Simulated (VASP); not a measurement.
# C (P6_3/mmc) in VASP: further runs

Runs on C. Level: LDA. Tasks: relaxation of the atoms.

Program: VASP 6.6.1. These are calculated values, not measurements. Logs are shortened: lines on timing, memory, paths and dates and some standing lists are left out, and cuts for length are marked.

## 1. The cell of the first run

It takes space group P6_3/mmc (No. 194, hexagonal). The conventional cell has a = 2.482 Å, b = 2.482 Å, c = 4.198 Å, α = 90.00°, β = 90.00°, γ = 120.00°. C (site symmetry 3m) has 4 C at 1.53 to 1.57 Å within 2.0 Å.

## 2. Relaxation of the atoms, LDA (strained cell)

The input, INCAR:

```
PREC     = Accurate       # precision mode
ENCUT    = 520            # plane-wave cutoff, eV
EDIFF    = 1E-6           # SCF threshold, eV
ISMEAR   = 0              # smearing method
SIGMA    = 0.02           # smearing width, eV
LREAL    = False          # projectors in reciprocal space
LASPH    = True           # aspherical terms in the spheres
NELM     = 80             # most SCF steps
ALGO     = Normal         # electronic algorithm
ISIF     = 2              # what is computed and relaxed
LWAVE    = False          # write WAVECAR
LCHARG   = False          # write CHGCAR
GGA      = CA             # functional
IBRION   = 2              # ionic algorithm
NSW      = 60             # ionic steps
EDIFFG   = -0.002         # ionic threshold
```

The input, KPOINTS:

```
Automatic mesh
0
Gamma
  9 9 6
```

The input, POSCAR:

```
C
1.0
    2.4823635744      0.0000000000      0.0000000000
   -1.2411817872      2.1497899169      0.0000000000
    0.0000000000      0.0000000000      4.1979202822
C
4
Direct
    0.3333333333      0.6666666667     -0.0002181980
    0.6666666667      0.3333333333      0.4997818020
    0.3333333333      0.6666666667      0.3742181980
    0.6666666667      0.3333333333      0.8742181980
```

Potentials or basis: VASP PAW LDA potentials, release 64 (C).

Launch:

```
$ cat potpaw_LDA.64/C/POTCAR > POTCAR
$ mpirun -np 1 vasp_std > vasp.out
```

OUTCAR:

```text
PREC = Accurate
   ENCUT = 520
   EDIFF = 1E-6
   ISMEAR = 0
   LREAL = False
   LASPH = True
   NELM = 80
   ISIF = 2
   GGA = CA
   IBRION = 2
   NSW = 60
   EDIFFG = -0.002

 ion  position               nearest neighbor table
   1  0.333  0.667  1.000-   4 1.53   4 1.53   4 1.53   3 1.57
   2  0.667  0.333  0.500-   3 1.53   3 1.53   3 1.53   4 1.57
   3  0.333  0.667  0.374-   2 1.53   2 1.53   2 1.53   1 1.57
   4  0.667  0.333  0.874-   1 1.53   1 1.53   1 1.53   2 1.57

  LATTYP: Found a hexagonal cell.
 ALAT       =     2.4823635744
 C/A-ratio  =     1.6910980831

  Lattice vectors:

 A1 = (   2.4823635744,   0.0000000000,   0.0000000000)
 A2 = (  -1.2411817872,   2.1497899169,   0.0000000000)
 A3 = (   0.0000000000,   0.0000000000,   4.1979202822)

Analysis of symmetry for initial positions (statically):
=====================================================================
 Subroutine PRICEL returns:
 Original cell was already a primitive cell.

 Routine SETGRP: Setting up the symmetry group for a
 hexagonal supercell.

 Subroutine GETGRP returns: Found 24 space group operations
 (whereof  6 operations were pure point group operations)
 out of a pool of 24 trial point group operations.

The static configuration has the point symmetry C_3v.
 The point group associated with its full space group is D_6h.

Analysis of symmetry for dynamics (positions and initial velocities):
=====================================================================
 Subroutine PRICEL returns:
 Original cell was already a primitive cell.

 Routine SETGRP: Setting up the symmetry group for a
 hexagonal supercell.

 Subroutine GETGRP returns: Found 24 space group operations
 (whereof  6 operations were pure point group operations)
 out of a pool of 24 trial point group operations.

The dynamic configuration has the point symmetry C_3v.
 The point group associated with its full space group is D_6h.

 Subroutine INISYM returns: Found 24 space group operations
 (whereof  6 operations are pure point group operations),
 and found     1 'primitive' translations

----------------------------------------------------------------------------------------

                                     Primitive cell

  volume of cell :      22.4025

  direct lattice vectors                    reciprocal lattice vectors
     2.482363574  0.000000000  0.000000000     0.402841876  0.232580866  0.000000000
    -1.241181787  2.149789917  0.000000000     0.000000000  0.465161731  0.000000000
     0.000000000  0.000000000  4.197920282     0.000000000  0.000000000  0.238213194

  length of vectors
     2.482363574  2.482363574  4.197920282     0.465161731  0.465161731  0.238213194

  position of ions in fractional coordinates (direct lattice)
     0.333333333  0.666666667  0.999781802
     0.666666667  0.333333333  0.499781802
     0.333333333  0.666666667  0.374218198
     0.666666667  0.333333333  0.874218198

  ion indices of the primitive-cell ions
   primitive index   ion index
                 1           1
                 2           2
                 3           3
                 4           4

----------------------------------------------------------------------------------------

 KPOINTS: Automatic mesh

Automatic generation of k-mesh.
 Grid dimensions read from file:
 generate k-points for:    9    9    6

 Generating k-lattice:

  Cartesian coordinates                     Fractional coordinates (reciprocal lattice)
     0.044760208  0.025842318  0.000000000     0.111111111  0.000000000  0.000000000
     0.000000000  0.051684637  0.000000000     0.000000000  0.111111111  0.000000000
     0.000000000  0.000000000  0.039702199     0.000000000  0.000000000  0.166666667

  Length of vectors
     0.051684637  0.051684637  0.039702199

  Shift w.r.t. Gamma in fractional coordinates (k-lattice)
     0.000000000  0.000000000  0.000000000

 Subroutine IBZKPT returns following result:
 ===========================================

 Found     48 irreducible k-points:

 Following reciprocal coordinates:
            Coordinates               Weight
  0.000000  0.000000  0.000000      1.000000
  0.111111  0.000000  0.000000      6.000000
  0.222222  0.000000  0.000000      6.000000
  0.333333  0.000000  0.000000      6.000000
  0.444444  0.000000  0.000000      6.000000
  0.111111  0.111111  0.000000      6.000000
[... 16 lines left out ...]
  0.333333  0.222222  0.166667     24.000000
  0.333333  0.333333  0.166667      4.000000
 [... further k-points ...]
   k-points           NKPTS =     48   k-points in BZ     NKDIM =     48   number of bands    NBANDS=     12
   number of dos      NEDOS =    301   number of ions     NIONS =      4
   total plane-waves  NPLWV =  10368
   dimension x,y,z NGX =    18 NGY =   18 NGZ =   32
   dimension x,y,z NGXF=    36 NGYF=   36 NGZF=   64
   ions per type =               4
   NGX,Y,Z   is equivalent  to a cutoff of  12.05, 12.05, 12.67 a.u.
   NGXF,Y,Z  is equivalent  to a cutoff of  24.11, 24.11, 25.35 a.u.
 SYSTEM =  unknown system
   PREC   = accura    normal or accurate (medium, high low for compatibility)
   ISTART =      0    job   : 0-new  1-cont  2-samecut
   ICHARG =      2    charge: 1-file 2-atom 10-const
   ISPIN  =      1    spin polarized calculation?
   LNONCOLLINEAR =      F non collinear calculations
   LSORBIT =      F    spin-orbit coupling
   LASPH  =      T    aspherical Exc in radial PAW
   ENCUT  =  520.0 eV  38.22 Ry    6.18 a.u.   4.62  4.62  7.81*2*pi/ulx,y,z
   NELM   =     80;   NELMIN=  2; NELMDL= -5     # of ELM steps
   EDIFF  = 0.1E-05   stopping-criterion for ELM
   LREAL  =      F    real-space projection
   EDIFFG = -.2E-02   stopping-criterion for IOM
   NSW    =     60    number of steps for IOM
   IBRION =      2    ionic relax: 0-MD 1-quasi-New 2-CG
   NFREE  =      1    steps in history (QN), initial steepest desc. (CG)
   ISIF   =      2    stress and relaxation
   ISYM   =      2    0-nonsym 1-usesym 2-fastsym
   POTIM  = 0.5000    time-step for ionic-motion
   TEBEG  =    0.0;   TEEND  =   0.0 temperature during run
   PSTRESS=    0.0 pullay stress
   NELECT =      16.0000    total number of electrons
   NUPDOWN=      -1.0000    fix difference up-down
   EMIN   =  10.00;   EMAX   =-10.00  energy-range for DOS
   EFERMI =   0.00;   METHOD = LEGACY
   ISMEAR =     0;   SIGMA  =   0.02  broadening in eV -4-tet -1-fermi 0-gaus
   EFERMI_NEDOS =   21; number of points for ismear=-14 and -15
   IALGO  =     38    algorithm
   IMIX   =      4    mixing-type and parameters
     AMIX     =   0.40;   BMIX     =  1.00
     AMIX_MAG =   1.60;   BMIX_MAG =  1.00
  volume/ion in A,a.u.               =       5.60        37.79
  Fermi-wavevector in a.u.,A,eV,Ry     =   1.463355  2.765340 29.135613  2.141407
  Thomas-Fermi vector in A             =   2.579459
   LORBIT       =      0    0 simple, 1 ext, 2 COOP (PROOUT), +10 PAW based schemes
   GGA     = CA    functional components
   LHFCALC =     F    Hartree Fock is set to
   AEXX    =    0.0000 exact exchange contribution
   IVDW    =     0    specifies the selected vdW correction
   LEPSILON=     F    determine dielectric tensor
   LRPA    =     F    only Hartree local field effects (RPA)
 conjugate gradient relaxation of ions
 non-spin polarized calculation
 Gauss-broadening in eV      SIGMA  =   0.02
  energy-cutoff  :      520.00
  volume of cell :       22.40
 maximum number of plane-waves:       618
   NGX =  9   NGY =  9   NGZ = 15

--------------------------------------- Ionic step        1  -------------------------------------------

 number of electron      15.9999991 magnetization

 Free energy of the ion-electron system (eV)
  ---------------------------------------------------
  ext. energy  EPLUGINS =         0.00000000
  ---------------------------------------------------
  free energy    TOTEN  =       -40.37301144 eV

  energy without entropy =      -40.37301144  energy(sigma->0) =      -40.37301144

------------------------ aborting loop because EDIFF is reached ----------------------------------------

  FORCE on cell =-STRESS in cart. coord.  units (eV):
  Direction    XX          YY          ZZ          XY          YZ          ZX
  --------------------------------------------------------------------------------------
  -------------------------------------------------------------------------------------
  Total        0.2514075      0.2514075     -2.5241440      0.0000000      0.0000000      0.0000000
  in kB       17.9801427     17.9801427   -180.5215738      0.0000000      0.0000000      0.0000000
  external PRESSURE =     -48.1870961 kB  Pullay stress =       0.0000000 kB
[... 61 lines left out ...]
  energy  without entropy=      -40.3729894671  energy(sigma->0) =      -40.37298947

--------------------------------------- Ionic step        3  -------------------------------------------

 number of electron      15.9999991 magnetization

 Free energy of the ion-electron system (eV)
  ---------------------------------------------------
  ext. energy  EPLUGINS =         0.00000000
  ---------------------------------------------------
  free energy    TOTEN  =       -40.37301627 eV

  energy without entropy =      -40.37301627  energy(sigma->0) =      -40.37301627

 E-fermi :  10.3268     XC(G=0): -13.5561

 val. band max:       10.1949173810   @ k =   0.0000   0.0000   0.0000
 cond. band min:      13.2372268574   @ k =   0.3333   0.3333   0.0000
 fundamental gap:      3.0423094764
 Fermi energy:        10.3267596005

 k-point     1 :       0.0000    0.0000    0.0000
  band No.  band energies     occupation
      1     -11.6017      2.00000
      2      -6.1206      2.00000
      3      -3.6088      2.00000
      4       7.2511      2.00000
      5       7.2511      2.00000
      6       9.6836      2.00000
      7      10.1949      2.00000
      8      10.1949      2.00000
      9      15.0916      0.00000
     10      15.3343      0.00000
     11      15.3343      0.00000
     12      19.0568      0.00000
[... 331 lines left out ...]
 k-point    24 :       0.3333    0.3333    0.1667
  band No.  band energies     occupation
      1      -4.0849      2.00000
      2      -4.0849      2.00000
      3      -0.9061      2.00000
      4      -0.2976      2.00000
      5      -0.2976      2.00000
      6       2.4918      2.00000
      7       3.8791      2.00000
      8       3.8791      2.00000
      9      14.0506      0.00000
     10      20.2468      0.00000
     11      20.2468      0.00000
     12      23.0889      0.00000

 [... further k-points ...]

------------------------ aborting loop because EDIFF is reached ----------------------------------------

  FORCE on cell =-STRESS in cart. coord.  units (eV):
  Direction    XX          YY          ZZ          XY          YZ          ZX
  --------------------------------------------------------------------------------------
  -------------------------------------------------------------------------------------
  Total        0.2492286      0.2492286     -2.5263430     -0.0000000      0.0000000      0.0000000
  in kB       17.8243147     17.8243148   -180.6788422     -0.0000000      0.0000000      0.0000000
  external PRESSURE =     -48.3434042 kB  Pullay stress =       0.0000000 kB
[... 19 lines left out ...]
  FREE ENERGIE OF THE ION-ELECTRON SYSTEM (eV)
  ---------------------------------------------------
  free  energy   TOTEN  =       -40.3730162701 eV

  energy  without entropy=      -40.3730162701  energy(sigma->0) =      -40.37301627

 reached required accuracy - stopping structural energy minimisation
```

It took 5.8 s on 1 thread of Intel Xeon 6975P-C (Granite Rapids), shared host; peak memory 0.12 GiB.

Results:

| Quantity | Value |
| --- | --- |
| Free energy | -40.3730 eV |
| Energy gained by relaxing | 0.0 meV/atom |
| Ionic steps | 3 |
| Pressure after relaxing | -4.8 GPa |
| Band gap on the k mesh | 3.04 eV, indirect (least direct gap 4.90 eV) |

Final structure:
```
C
1.0
     2.48236    0.00000    0.00000
    -1.24118    2.14979    0.00000
     0.00000    0.00000    4.19792
C
4
Cartesian
  0.0000 1.4332 4.1972
  1.2412 0.7166 2.0982
  0.0000 1.4332 1.5708
  1.2412 0.7166 3.6697
```

Levels at points of the mesh, in eV from the valence-band top:
| k point | band 6 | band 7 | band 8 | band 9 | band 10 | band 11 |
| --- | --- | --- | --- | --- | --- | --- |
| (0.00, 0.00, 0.00) | -0.51 | 0.00 | 0.00 | 4.90 | 5.14 | 5.14 |
| (0.00, 0.00, 0.50) | -1.75 | -1.75 | -1.75 | 7.34 | 7.34 | 7.34 |

Caveat: the cell differs from its parent crystal (strained cell).

## 3. Relaxation of the atoms, LDA (strained cell)

The input, INCAR:

```
PREC = Accurate ; ENCUT = 520
EDIFF = 1E-6 ; ISMEAR = 0
SIGMA = 0.02 ; LREAL = False
LASPH = True ; NELM = 80
ALGO = Normal ; ISIF = 2
LWAVE = False ; LCHARG = False
GGA = CA ; IBRION = 2
NSW = 60 ; EDIFFG = -0.002
```

KPOINTS is that of step 2.

Edit POSCAR of step 2 so:

```diff
@@ -2,4 +2,4 @@
 1.0
-    2.4823635744      0.0000000000      0.0000000000
-   -1.2411817872      2.1497899169      0.0000000000
+    2.4825110139      0.0000000000      0.0000000000
+   -1.2412555070      2.1499176032      0.0000000000
     0.0000000000      0.0000000000      4.1979202822
```

Potentials or basis: VASP PAW LDA potentials, release 64 (C).

Launch:

```
$ cat potpaw_LDA.64/C/POTCAR > POTCAR
$ mpirun -np 1 vasp_std > vasp.out
```

OUTCAR:

```text
PREC = Accurate
   ENCUT = 520
   EDIFF = 1E-6
   ISMEAR = 0
   LREAL = False
   LASPH = True
   NELM = 80
   ISIF = 2
   GGA = CA
   IBRION = 2
   NSW = 60
   EDIFFG = -0.002

 ion  position               nearest neighbor table
   1  0.333  0.667  1.000-   4 1.53   4 1.53   4 1.53   3 1.57
   2  0.667  0.333  0.500-   3 1.53   3 1.53   3 1.53   4 1.57
   3  0.333  0.667  0.374-   2 1.53   2 1.53   2 1.53   1 1.57
   4  0.667  0.333  0.874-   1 1.53   1 1.53   1 1.53   2 1.57

  LATTYP: Found a hexagonal cell.
 ALAT       =     2.4825110139
 C/A-ratio  =     1.6909976466

  Lattice vectors:

 A1 = (   2.4825110139,   0.0000000000,   0.0000000000)
 A2 = (  -1.2412555070,   2.1499176032,   0.0000000000)
 A3 = (   0.0000000000,   0.0000000000,   4.1979202822)

Analysis of symmetry for initial positions (statically):
=====================================================================
 Subroutine PRICEL returns:
 Original cell was already a primitive cell.

 Routine SETGRP: Setting up the symmetry group for a
 hexagonal supercell.

 Subroutine GETGRP returns: Found 24 space group operations
 (whereof  6 operations were pure point group operations)
 out of a pool of 24 trial point group operations.

[... 243 lines left out ...]
--------------------------------------- Ionic step        3  -------------------------------------------

 number of electron      15.9999991 magnetization

 Free energy of the ion-electron system (eV)
  ---------------------------------------------------
  ext. energy  EPLUGINS =         0.00000000
  ---------------------------------------------------
  free energy    TOTEN  =       -40.37305329 eV

  energy without entropy =      -40.37305329  energy(sigma->0) =      -40.37305329

 E-fermi :  10.3240     XC(G=0): -13.5556

 val. band max:       10.1930792788   @ k =   0.0000   0.0000   0.0000
 cond. band min:      13.2360032043   @ k =   0.3333   0.3333   0.0000
 fundamental gap:      3.0429239255
 Fermi energy:        10.3239933358

 k-point     1 :       0.0000    0.0000    0.0000
  band No.  band energies     occupation
      1     -11.6018      2.00000
      2      -6.1205      2.00000
      3      -3.6092      2.00000
      4       7.2490      2.00000
      5       7.2490      2.00000
      6       9.6821      2.00000
      7      10.1931      2.00000
      8      10.1931      2.00000
      9      15.0911      0.00000
     10      15.3316      0.00000
     11      15.3316      0.00000
     12      19.0519      0.00000
[... 331 lines left out ...]
 k-point    24 :       0.3333    0.3333    0.1667
  band No.  band energies     occupation
      1      -4.0862      2.00000
      2      -4.0862      2.00000
      3      -0.9066      2.00000
      4      -0.2986      2.00000
      5      -0.2986      2.00000
      6       2.4914      2.00000
      7       3.8780      2.00000
      8       3.8780      2.00000
      9      14.0493      0.00000
     10      20.2452      0.00000
     11      20.2452      0.00000
     12      23.0846      0.00000

 [... further k-points ...]

------------------------ aborting loop because EDIFF is reached ----------------------------------------

  FORCE on cell =-STRESS in cart. coord.  units (eV):
  Direction    XX          YY          ZZ          XY          YZ          ZX
  --------------------------------------------------------------------------------------
  -------------------------------------------------------------------------------------
  Total        0.2378827      0.2378827     -2.5266612     -0.0000000      0.0000000      0.0000000
  in kB       17.0108565     17.0108565   -180.6801364     -0.0000000      0.0000000      0.0000000
  external PRESSURE =     -48.8861411 kB  Pullay stress =       0.0000000 kB
[... 19 lines left out ...]
  FREE ENERGIE OF THE ION-ELECTRON SYSTEM (eV)
  ---------------------------------------------------
  free  energy   TOTEN  =       -40.3730532918 eV

  energy  without entropy=      -40.3730532918  energy(sigma->0) =      -40.37305329

 reached required accuracy - stopping structural energy minimisation
```

OSZICAR:

```text
N       E                     dE             d eps       ncg     rms          rms(c)
DAV:   1     0.296664856916E+02    0.29666E+02   -0.86413E+03  1152   0.129E+03
DAV:   2    -0.396248831620E+02   -0.69291E+02   -0.64270E+02  1656   0.222E+02
DAV:   3    -0.420256512061E+02   -0.24008E+01   -0.23906E+01  1508   0.390E+01
[... 12 lines left out ...]
DAV:   3    -0.403730275134E+02    0.94722E-06   -0.20011E-06  1256   0.149E-02
   2 F= -.40373028E+02 E0= -.40373028E+02  d E =0.211317E-04
       N       E                     dE             d eps       ncg     rms          rms(c)
DAV:   1    -0.403730526652E+02   -0.24205E-04   -0.17421E-03  1236   0.391E-01    0.723E-03
DAV:   2    -0.403730537900E+02   -0.11248E-05   -0.19910E-05  1460   0.396E-02    0.478E-03
DAV:   3    -0.403730532918E+02    0.49813E-06   -0.96762E-07   896   0.106E-02
   3 F= -.40373053E+02 E0= -.40373053E+02  d E =-.464673E-05
```

CONTCAR:

```text
C
   1.00000000000000
     2.4825110139000000    0.0000000000000000    0.0000000000000000
    -1.2412555070000000    2.1499176032000000    0.0000000000000000
     0.0000000000000000    0.0000000000000000    4.1979202822000001
  C
     4
Direct
     0.3333333332999970    0.6666666667000030    0.9998252012876958
     0.6666666667000030    0.3333333332999970    0.4998252012876958
     0.3333333332999970    0.6666666667000030    0.3741747987123065
     0.6666666667000030    0.3333333332999970    0.8741747987123065

  0.00000000E+00  0.00000000E+00  0.00000000E+00
  0.00000000E+00  0.00000000E+00  0.00000000E+00
  0.00000000E+00  0.00000000E+00  0.00000000E+00
  0.00000000E+00  0.00000000E+00  0.00000000E+00
```

Run time: 5.8 s. Hardware: 1 thread of Intel Xeon 6975P-C (Granite Rapids), shared host; peak memory 0.12 GiB.

What came out:

* Free energy: -40.3731 eV
* Energy gained by relaxing: 0.0 meV/atom
* Ionic steps: 3
* Pressure after relaxing: -4.9 GPa
* Band gap on the k mesh: 3.04 eV, indirect (least direct gap 4.90 eV)

Stress tensor (GPa, compression positive):
```
  1.70   0.00   0.00
  0.00   1.70   0.00
  0.00   0.00 -18.07
```

Final structure:
```
C
1.0
     2.48251    0.00000    0.00000
    -1.24126    2.14992    0.00000
     0.00000    0.00000    4.19792
C
4
Direct
  0.33333 0.66667 0.99983
  0.66667 0.33333 0.49983
  0.33333 0.66667 0.37417
  0.66667 0.33333 0.87417
```

Levels at points of the mesh, in eV from the valence-band top:
```
           k point  band 5  band 6  band 7  band 8  band 9  band 10  band 11  band 12
(0.00, 0.00, 0.00)   -2.94   -0.51    0.00    0.00    4.90     5.14     5.14     8.86
(0.00, 0.00, 0.50)   -1.75   -1.75   -1.75   -1.75    7.34     7.34     7.34     7.34
```

Caveat: the cell differs from its parent crystal (strained cell).
